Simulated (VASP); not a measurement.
Input of a VASP 6.6.1 run:

POSCAR

```
In
1.0
    3.2673945583      0.0000000000      0.0000000000
   -1.6336972791      2.8296466917      0.0000000000
    0.0000000000      0.0000000000      5.3966798754
In
2
Direct
    0.6666666667      0.3333333333      0.7500000000
    0.3333333333      0.6666666667      0.2500000000
```

INCAR.step1

```
SYSTEM = In
PREC = Accurate ; ENCUT = 520
ISMEAR = -1 ; SIGMA = 0.05
LREAL = .False. ; LASPH = .True.
NELM = 80 ; NBANDS = 20
GGA = PE ; ALGO = Normal
EDIFF = 1E-4 ; LWAVE = .True.
LCHARG = .False.
```

INCAR.step2

```
SYSTEM = In
PREC = Accurate ; ENCUT = 520
EDIFF = 1E-6 ; ISMEAR = -1
SIGMA = 0.05 ; LREAL = .False.
LASPH = .True. ; NELM = 80
ALGO = Normal ; ISIF = 2
LWAVE = .False. ; LCHARG = .False.
METAGGA = R2SCAN ; LMIXTAU = .True.
NBANDS = 20 ; ISTART = 1
```

Contents of KPOINTS:

```
regular mesh
0
Gamma
  9 9 5
  0 0 0
```

Potentials or basis: VASP PAW PBE potentials, release 64 (In_d).

Run with:

```sh
$ cat potpaw_PBE.64/In_d/POTCAR > POTCAR
$ cp INCAR.step1 INCAR
$ mpirun -np 1 vasp_std > vasp.out
$ cp INCAR.step2 INCAR
$ mpirun -np 1 vasp_std > vasp.out
```

Question: Estimate the band gap on the k mesh.

Answer: Zero (band 13 reaches 10.48 eV, above the bottom of band 14 at 5.95 eV).

Question: Estimate the pressure.

Answer: 2.7 GPa.

Stress tensor (GPa, compression positive):
```
3.09 0.00 0.00
0.00 3.09 0.00
0.00 0.00 1.80
```

Caveat: the PAW data sets were made with another functional, which shifts forces and pressure a little; spin-orbit coupling is left out, which moves the levels of the heavy elements.
